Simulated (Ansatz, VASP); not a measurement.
# One calculation of BiB, two programs

```
B Bi
1.0
     0.00000    2.81616    2.81616
     2.81616    0.00000    2.81616
     2.81616    2.81616    0.00000
B Bi
1 1
Cartesian
  0.0000 0.0000 0.0000
  1.4081 1.4081 1.4081
```

Change from the starting cell: volume scaled by 1.06, PAW files.

Alike in both runs: task electric field gradients; functional PBE; k mesh 11 × 11 × 11; occupations fermi-dirac, width 0.05 eV; no spin polarisation.

```csv
,VASP,Ansatz
version,VASP 6.6.1,Ansatz 0.2.0
potentials or method,"VASP PAW PBE potentials, release 64 (B, Bi_d)","PAW with Ansatz's default frozen-core files, scalar-relativistic"
plane-wave cutoff (eV),520,420
valence electrons in the cell,18,18
```

```csv
,VASP,Ansatz,Ansatz less VASP
pressure (GPa),-3.8,-3.7,+0.04
```

Spin-orbit coupling is off throughout.
